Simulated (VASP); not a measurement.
# Rh (P6_3/mmc) in VASP: a series of runs

Rh is run at these levels: LDA; tasks: single point.

Program: VASP 6.6.1. These are calculated values, not measurements. Logs are shortened: lines on timing, memory, paths and dates and some standing lists are left out, and cuts for length are marked.

## 1. The cell of the first run

The structure is hexagonal, space group P6_3/mmc (No. 194). Conventional cell: a = 2.637 Å, b = 2.637 Å, c = 4.276 Å, α = 90.00°, β = 90.00°, γ = 120.00°. Rh (site symmetry -6m2) has 12 Rh at 2.62 to 2.64 Å within 3.5 Å.

## 2. Single point, LDA

Contents of INCAR:

```
PREC = Accurate ; ENCUT = 520
EDIFF = 1E-7 ; ISMEAR = -1
SIGMA = 0.1 ; LREAL = False
LASPH = True ; NELM = 100
ALGO = Normal ; ISIF = 2
LWAVE = False ; LCHARG = True
GGA = CA ; LELF = True
LVHAR = True ; NBANDS = 22
```

Contents of KPOINTS:

```
regular mesh
0
Gamma
  12 12 7
```

Contents of POSCAR:

```
Rh
1.0
    2.6367312341      0.0000000000      0.0000000000
   -1.3183660998      2.2834760471      0.0000000000
    0.0000000000      0.0000000000      4.2756591193
Rh
2
Direct
    0.6666666667      0.3333333333      0.7500000000
    0.3333333333      0.6666666667      0.2500000000
```

Potentials or basis: VASP PAW LDA potentials, release 64 (Rh_pv).

Run with:

```console
$ cat potpaw_LDA.64/Rh_pv/POTCAR > POTCAR
$ mpirun -np 1 vasp_std > vasp.out
```

OUTCAR:

```text
PREC = Accurate
   ENCUT = 520
   EDIFF = 1E-7
   ISMEAR = -1
   LREAL = False
   LASPH = True
   NELM = 100
   ISIF = 2
   GGA = CA

 ion  position               nearest neighbor table
   1  0.667  0.333  0.750-   2 2.62   2 2.62   2 2.62   2 2.62   2 2.62   2 2.62
   2  0.333  0.667  0.250-   1 2.62   1 2.62   1 2.62   1 2.62   1 2.62   1 2.62

  LATTYP: Found a hexagonal cell.
 ALAT       =     2.6367312341
 C/A-ratio  =     1.6215756327

  Lattice vectors:

 A1 = (   2.6367312341,   0.0000000000,   0.0000000000)
 A2 = (  -1.3183660998,   2.2834760471,   0.0000000000)
 A3 = (   0.0000000000,   0.0000000000,   4.2756591193)

Analysis of symmetry for initial positions (statically):
=====================================================================
 Subroutine PRICEL returns:
 Original cell was already a primitive cell.

 Routine SETGRP: Setting up the symmetry group for a
 hexagonal supercell.

 Subroutine GETGRP returns: Found 24 space group operations
 (whereof 12 operations were pure point group operations)
 out of a pool of 24 trial point group operations.

The static configuration has the point symmetry D_3d.
 The point group associated with its full space group is D_6h.

Analysis of symmetry for dynamics (positions and initial velocities):
=====================================================================
 Subroutine PRICEL returns:
 Original cell was already a primitive cell.

 Routine SETGRP: Setting up the symmetry group for a
 hexagonal supercell.

 Subroutine GETGRP returns: Found 24 space group operations
 (whereof 12 operations were pure point group operations)
 out of a pool of 24 trial point group operations.

The dynamic configuration has the point symmetry D_3d.
 The point group associated with its full space group is D_6h.

 Subroutine INISYM returns: Found 24 space group operations
 (whereof 12 operations are pure point group operations),
 and found     1 'primitive' translations

----------------------------------------------------------------------------------------

                                     Primitive cell

  volume of cell :      25.7434

  direct lattice vectors                    reciprocal lattice vectors
     2.636731234  0.000000000  0.000000000     0.379257464  0.218964497  0.000000000
    -1.318366100  2.283476047  0.000000000     0.000000000  0.437928833  0.000000000
     0.000000000  0.000000000  4.275659119     0.000000000  0.000000000  0.233882069

  length of vectors
     2.636731234  2.636731316  4.275659119     0.437928846  0.437928833  0.233882069

  position of ions in fractional coordinates (direct lattice)
     0.666666667  0.333333333  0.750000000
     0.333333333  0.666666667  0.250000000

  ion indices of the primitive-cell ions
   primitive index   ion index
                 1           1
                 2           2

----------------------------------------------------------------------------------------

 KPOINTS: regular mesh

Automatic generation of k-mesh.
 Grid dimensions read from file:
 generate k-points for:   12   12    7

 Generating k-lattice:

  Cartesian coordinates                     Fractional coordinates (reciprocal lattice)
     0.031604789  0.018247041  0.000000000     0.083333333  0.000000000  0.000000000
     0.000000000  0.036494069  0.000000000     0.000000000  0.083333333  0.000000000
     0.000000000  0.000000000  0.033411724     0.000000000  0.000000000  0.142857143

  Length of vectors
     0.036494071  0.036494069  0.033411724

  Shift w.r.t. Gamma in fractional coordinates (k-lattice)
     0.000000000  0.000000000  0.000000000

 Subroutine IBZKPT returns following result:
 ===========================================

 Found     76 irreducible k-points:

 Following reciprocal coordinates:
            Coordinates               Weight
  0.000000  0.000000  0.000000      1.000000
  0.083333  0.000000  0.000000      6.000000
  0.166667  0.000000  0.000000      6.000000
  0.250000  0.000000  0.000000      6.000000
  0.333333  0.000000  0.000000      6.000000
  0.416667  0.000000  0.000000      6.000000
[... 16 lines left out ...]
  0.250000  0.000000  0.142857     12.000000
  0.333333  0.000000  0.142857     12.000000
 [... further k-points ...]
   k-points           NKPTS =     76   k-points in BZ     NKDIM =     76   number of bands    NBANDS=     22
   number of dos      NEDOS =    301   number of ions     NIONS =      2
   total plane-waves  NPLWV =  12800
   dimension x,y,z NGX =    20 NGY =   20 NGZ =   32
   dimension x,y,z NGXF=    40 NGYF=   40 NGZF=   64
   ions per type =               2
   NGX,Y,Z   is equivalent  to a cutoff of  12.61, 12.61, 12.44 a.u.
   NGXF,Y,Z  is equivalent  to a cutoff of  25.22, 25.22, 24.88 a.u.
 SYSTEM =  unknown system
   PREC   = accura    normal or accurate (medium, high low for compatibility)
   ISTART =      0    job   : 0-new  1-cont  2-samecut
   ICHARG =      2    charge: 1-file 2-atom 10-const
   ISPIN  =      1    spin polarized calculation?
   LNONCOLLINEAR =      F non collinear calculations
   LSORBIT =      F    spin-orbit coupling
   LASPH  =      T    aspherical Exc in radial PAW
   ENCUT  =  520.0 eV  38.22 Ry    6.18 a.u.   4.90  4.90  7.95*2*pi/ulx,y,z
   NELM   =    100;   NELMIN=  2; NELMDL= -5     # of ELM steps
   EDIFF  = 0.1E-06   stopping-criterion for ELM
   LREAL  =      F    real-space projection
   EDIFFG = 0.1E-05   stopping-criterion for IOM
   NSW    =      0    number of steps for IOM
   IBRION =     -1    ionic relax: 0-MD 1-quasi-New 2-CG
   NFREE  =      0    steps in history (QN), initial steepest desc. (CG)
   ISIF   =      2    stress and relaxation
   ISYM   =      2    0-nonsym 1-usesym 2-fastsym
   POTIM  = 0.5000    time-step for ionic-motion
   TEBEG  =    0.0;   TEEND  =   0.0 temperature during run
   PSTRESS=    0.0 pullay stress
   NELECT =      30.0000    total number of electrons
   NUPDOWN=      -1.0000    fix difference up-down
   EMIN   =  10.00;   EMAX   =-10.00  energy-range for DOS
   EFERMI =   0.00;   METHOD = LEGACY
   ISMEAR =    -1;   SIGMA  =   0.10  broadening in eV -4-tet -1-fermi 0-gaus
   EFERMI_NEDOS =   21; number of points for ismear=-14 and -15
   IALGO  =     38    algorithm
   IMIX   =      4    mixing-type and parameters
     AMIX     =   0.40;   BMIX     =  1.00
     AMIX_MAG =   1.60;   BMIX_MAG =  1.00
  volume/ion in A,a.u.               =      12.87        86.86
  Fermi-wavevector in a.u.,A,eV,Ry     =   1.722768  3.255559 40.381131  2.967929
  Thomas-Fermi vector in A             =   2.798770
   LORBIT       =      0    0 simple, 1 ext, 2 COOP (PROOUT), +10 PAW based schemes
   GGA     = CA    functional components
   LHFCALC =     F    Hartree Fock is set to
   AEXX    =    0.0000 exact exchange contribution
   IVDW    =     0    specifies the selected vdW correction
   LEPSILON=     F    determine dielectric tensor
   LRPA    =     F    only Hartree local field effects (RPA)
 non-spin polarized calculation
  energy-cutoff  :      520.00
  volume of cell :       25.74
 maximum number of plane-waves:       708
 NGX is ok and might be reduce to    20
   NGX =  9   NGY =  9   NGZ = 15

 number of electron      29.9999993 magnetization

 Free energy of the ion-electron system (eV)
  ---------------------------------------------------
  ext. energy  EPLUGINS =         0.00000000
  ---------------------------------------------------
  free energy    TOTEN  =       -17.30331336 eV

  energy without entropy =      -17.20911037  energy(sigma->0) =      -17.25621186

 E-fermi :  13.0789     XC(G=0): -14.7736

 val. band max:       13.0788678936   @ k =   0.1667   0.1667   0.4286
 cond. band min:      13.0796393101   @ k =   0.3333   0.0833   0.0000
 fundamental gap:      0.0007714165
 Fermi energy:        13.0788798259

 k-point     1 :       0.0000    0.0000    0.0000
  band No.  band energies     occupation
      1     -34.2404      2.00000
      2     -33.4110      2.00000
      3     -33.4110      2.00000
      4     -33.2891      2.00000
      5     -33.2782      2.00000
      6     -33.2782      2.00000
[... 14 lines left out ...]
     21      31.1342      0.00000
     22      31.9168      0.00000

 k-point     2 :       0.0833    0.0000    0.0000
  band No.  band energies     occupation
      1     -34.2199      2.00000
      2     -33.4583      2.00000
      3     -33.4262      2.00000
      4     -33.3272      2.00000
      5     -33.2974      2.00000
      6     -33.2855      2.00000
[... 14 lines left out ...]
     21      31.4429      0.00000
     22      32.2149      0.00000

 k-point     3 :       0.1667    0.0000    0.0000
  band No.  band energies     occupation
      1     -34.1611      2.00000
      2     -33.5876      2.00000
      3     -33.4667      2.00000
      4     -33.4588      2.00000
      5     -33.3226      2.00000
      6     -33.3066      2.00000
[... 14 lines left out ...]
     21      31.9288      0.00000
     22      32.2235      0.00000

 k-point     4 :       0.2500    0.0000    0.0000
  band No.  band energies     occupation
      1     -34.0727      2.00000
      2     -33.7643      2.00000
      3     -33.6330      2.00000
      4     -33.5199      2.00000
      5     -33.3651      2.00000
      6     -33.3369      2.00000
[... 14 lines left out ...]
     21      30.5447      0.00000
     22      30.6680      0.00000

 k-point     5 :       0.3333    0.0000    0.0000
  band No.  band energies     occupation
      1     -33.9687      2.00000
      2     -33.9406      2.00000
      3     -33.8017      2.00000
      4     -33.5715      2.00000
      5     -33.4228      2.00000
      6     -33.3684      2.00000
[... 14 lines left out ...]
     21      28.6066      0.00000
     22      29.1097      0.00000

 k-point     6 :       0.4167    0.0000    0.0000
  band No.  band energies     occupation
      1     -34.0691      2.00000
      2     -33.9220      2.00000
      3     -33.8720      2.00000
      4     -33.6085      2.00000
      5     -33.4856      2.00000
      6     -33.3920      2.00000
[... 14 lines left out ...]
     21      27.0695      0.00000
     22      28.0711      0.00000

 k-point     7 :       0.5000    0.0000    0.0000
  band No.  band energies     occupation
      1     -34.1160      2.00000
      2     -33.9654      2.00000
      3     -33.8266      2.00000
      4     -33.6218      2.00000
      5     -33.5185      2.00000
      6     -33.4007      2.00000
[... 324 lines left out ...]
      6     -33.2848      2.00000
[... 14 lines left out ...]
     21      31.3663      0.00000
     22      31.8645      0.00000

 k-point    21 :       0.0833    0.0000    0.1429
  band No.  band energies     occupation
      1     -34.1772      2.00000
      2     -33.4507      2.00000
      3     -33.4193      2.00000
      4     -33.3712      2.00000
      5     -33.3074      2.00000
      6     -33.2926      2.00000
[... 14 lines left out ...]
     21      31.6526      0.00000
     22      32.1093      0.00000

 k-point    22 :       0.1667    0.0000    0.1429
  band No.  band energies     occupation
      1     -34.1270      2.00000
      2     -33.5762      2.00000
      3     -33.4918      2.00000
      4     -33.4588      2.00000
      5     -33.3377      2.00000
      6     -33.3146      2.00000
[... 14 lines left out ...]
     21      31.5284      0.00000
     22      31.8751      0.00000

 k-point    23 :       0.2500    0.0000    0.1429
  band No.  band energies     occupation
      1     -34.0594      2.00000
      2     -33.7409      2.00000
      3     -33.6605      2.00000
      4     -33.5110      2.00000
      5     -33.3751      2.00000
      6     -33.3461      2.00000
[... 14 lines left out ...]
     21      30.4743      0.00000
     22      30.9800      0.00000

 k-point    24 :       0.3333    0.0000    0.1429
  band No.  band energies     occupation
      1     -34.0327      2.00000
      2     -33.8668      2.00000
      3     -33.8095      2.00000
      4     -33.5616      2.00000
      5     -33.4243      2.00000
      6     -33.3786      2.00000
[... 14 lines left out ...]
     21      29.0213      0.00000
     22      29.0410      0.00000

 [... further k-points ...]

------------------------ aborting loop because EDIFF is reached ----------------------------------------

  FORCE on cell =-STRESS in cart. coord.  units (eV):
  Direction    XX          YY          ZZ          XY          YZ          ZX
  --------------------------------------------------------------------------------------
  -------------------------------------------------------------------------------------
  Total        1.9451490      1.9451487      1.8007837     -0.0000004     -0.0000000      0.0000000
  in kB      121.0592720    121.0592524    112.0744823     -0.0000256     -0.0000000      0.0000000
  external PRESSURE =     118.0643356 kB  Pullay stress =       0.0000000 kB

 VOLUME and BASIS-vectors are now :
 -----------------------------------------------------------------------------
  energy-cutoff  :      520.00
  volume of cell :       25.74
      direct lattice vectors                 reciprocal lattice vectors
     2.636731234  0.000000000  0.000000000     0.379257464  0.218964497  0.000000000
    -1.318366100  2.283476047  0.000000000     0.000000000  0.437928833  0.000000000
     0.000000000  0.000000000  4.275659119     0.000000000  0.000000000  0.233882069

 POSITION                                       TOTAL-FORCE (eV/Angst)
 -----------------------------------------------------------------------------------
      1.31837      0.76116      3.20674        -0.000000      0.000000      0.000000
     -0.00000      1.52232      1.06891         0.000000     -0.000000      0.000000
 -----------------------------------------------------------------------------------
    total drift:                               -0.000000      0.000000     -0.000000

  FREE ENERGIE OF THE ION-ELECTRON SYSTEM (eV)
  ---------------------------------------------------
  free  energy   TOTEN  =       -17.3033133598 eV

  energy  without entropy=      -17.2091103650  energy(sigma->0) =      -17.25621186
```

Run time: 13 s. Hardware: 1 thread of Intel Xeon 6975P-C (Granite Rapids), shared host; peak memory 0.15 GiB.

Results:

```yaml
Free_energy: -17.3033 eV
Pressure: 11.8 GPa
Band_gap_on_the_k_mesh: zero (band 15 reaches 13.80 eV, above the bottom of band 16 at 11.09 eV)
```

Stress tensor (GPa, compression positive):
```
12.11  0.00  0.00
 0.00 12.11  0.00
 0.00  0.00 11.21
```

Levels at points of the mesh, in eV from the Fermi level:
```csv
k point,band 13,band 14,band 15,band 16,band 17,band 18
"(0.00, 0.00, 0.00)",-2.81,-2.12,-2.12,0.16,0.16,0.59
"(0.50, 0.00, 0.00)",-2.40,0.51,0.72,0.85,3.26,5.49
```

## 3. Single point, LDA

This run uses another cell than the first one, of 13.23 Å³/atom, 1.028 times its volume.

Contents of INCAR:

```
SYSTEM = Rh
PREC = Accurate ; ENCUT = 520
EDIFF = 1E-7 ; ISMEAR = -1
SIGMA = 0.1 ; LREAL = .FALSE.
LASPH = .TRUE. ; NELM = 60
ALGO = Normal ; ISIF = 2
LWAVE = .FALSE. ; LCHARG = .FALSE.
NBANDS = 22
```

Contents of KPOINTS:

```
regular mesh
0
G
  12 12 7
  0 0 0
```

Contents of POSCAR:

```
Rh
1.0
    2.6609227802      0.0000000000      0.0000000000
   -1.3304618773      2.3044265389      0.0000000000
    0.0000000000      0.0000000000      4.3148875410
Rh
2
Direct
    0.6666666667      0.3333333333      0.7500000000
    0.3333333333      0.6666666667      0.2500000000
```

Potentials or basis: VASP PAW LDA potentials, release 64 (Rh_pv).

Run with:

```console
$ cat potpaw_LDA.64/Rh_pv/POTCAR > POTCAR
$ mpirun -np 1 vasp_std > vasp.out
```

Wall time 12 s (1 thread of Intel Xeon 6975P-C (Granite Rapids), shared host); peak memory 0.15 GiB.

It converged, with:

| Quantity | Value |
| --- | --- |
| Free energy | -17.3348 eV |
| Pressure | 2.3 GPa |
| Band gap on the k mesh | zero (band 15 reaches 13.22 eV, above the bottom of band 16 at 10.63 eV) |

Stress tensor (GPa, compression positive):
```
2.70 0.00 0.00
0.00 2.70 0.00
0.00 0.00 1.61
```

Levels at points of the mesh, in eV from the Fermi level:
```
           k point  band 12  band 13  band 14  band 15  band 16  band 17  band 18  band 19
(0.00, 0.00, 0.00)    -2.69    -2.69    -2.02    -2.02     0.15     0.15     0.62     8.93
(0.50, 0.00, 0.00)    -2.41    -2.30     0.49     0.68     0.81     3.17     5.34    10.55
```
